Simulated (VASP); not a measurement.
TePb: single point with revpbe exchange, lda correlation

The system is TePb.

```
Pb Te
1.0
     0.00000    3.18733    3.18733
     3.18733    0.00000    3.18733
     3.18733    3.18733    0.00000
Pb Te
1 1
Direct
  0.00000 0.00000 0.00000
  0.50000 0.50000 0.50000
```

```yaml
Program: VASP 6.6.1
Task: single point
Functional: revpbe exchange, lda correlation
Potentials_or_basis: VASP PAW PBE potentials, release 64 (Pb_d, Te)
Cutoff: 500 eV
k_mesh: 7 × 7 × 7
Occupations: gaussian, width 0.01 eV
Spin: no spin polarisation
```

```json
{
  "Pressure": "10.9 GPa"
}
```

Levels at points of the mesh, in eV from the Fermi level:
| k point | band 6 | band 7 | band 8 | band 9 | band 10 | band 11 | band 12 | band 13 | band 14 | band 15 |
| --- | --- | --- | --- | --- | --- | --- | --- | --- | --- | --- |
| (0.00, 0.00, 0.00) | -12.32 | -5.61 | -1.48 | -1.48 | -1.48 | 4.15 | 4.15 | 4.15 | 6.08 | 6.08 |

Run time: 27 s on 1 thread of AMD EPYC 7R43 64-Core Processor (Zen 3), with other jobs on the host, peak memory 0.17 GiB.

Caveat: this odd mesh misses L, so gap, dielectric constants and Born charges aren't listed; the cell stands under pressure; the PAW data sets were made with another functional, which shifts forces and pressure a little; spin-orbit coupling is left out, which moves the levels of the heavy elements.
